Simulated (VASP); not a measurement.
Wanted: the native input for a VASP 6.6.1 run.

- Task: single point
- Functional: revPBE
- Dispersion: D3(BJ)
- Potentials or basis: VASP PAW PBE potentials, release 64 (W_sv)
- Cutoff: 520 eV
- k mesh: 12 × 12 × 12
- Occupations: fermi-dirac, width 0.05 eV
- Spin: no spin polarisation
- Dipole correction: no
- Further INCAR settings: ALGO = Normal; EDIFF = 1e-07; NBANDS = 13

The structure of W lies in POSCAR:

```
W
1.0
   -1.6031677168      1.6031677168      1.6031677168
    1.6031677168     -1.6031677168      1.6031677168
    1.6031677168      1.6031677168     -1.6031677168
W
1
Direct
    0.0000000000      0.0000000000      0.0000000000
```

The input as run:

INCAR

```
ALGO = Normal
EDIFF = 1E-7
ENCUT = 520
GGA = RE
ISIF = 2
ISMEAR = -1
IVDW = 12
LASPH = T
LCHARG = T
LELF = T
LREAL = F
LVHAR = T
LWAVE = F
NBANDS = 13
NELM = 100
PREC = Accurate
SIGMA = 0.05
```

KPOINTS

```
k-points
0
Gamma
  12 12 12
```

Potentials or basis: VASP PAW PBE potentials, release 64 (W_sv).

Run with:

```bash
$ cat potpaw_PBE.64/W_sv/POTCAR > POTCAR
$ mpirun -np 1 vasp_std > vasp.out
```

It gave:

```json
{
  "Pressure": "-15.0 GPa",
  "Band gap on the k mesh": "zero (band 7 reaches 15.83 eV, above the bottom of band 8 at 9.78 eV)",
  "Dispersion energy per atom": "-1.201 eV"
}
```

Caveat: the PAW data sets were made with another functional, which shifts forces and pressure a little; spin-orbit coupling is left out, which moves the levels of the heavy elements; pairwise dispersion overbinds metals, which lowers pressure and volume.

It took 8.2 s on 1 thread of Intel Xeon 6975P-C, on a shared host, peak memory 0.16 GiB.
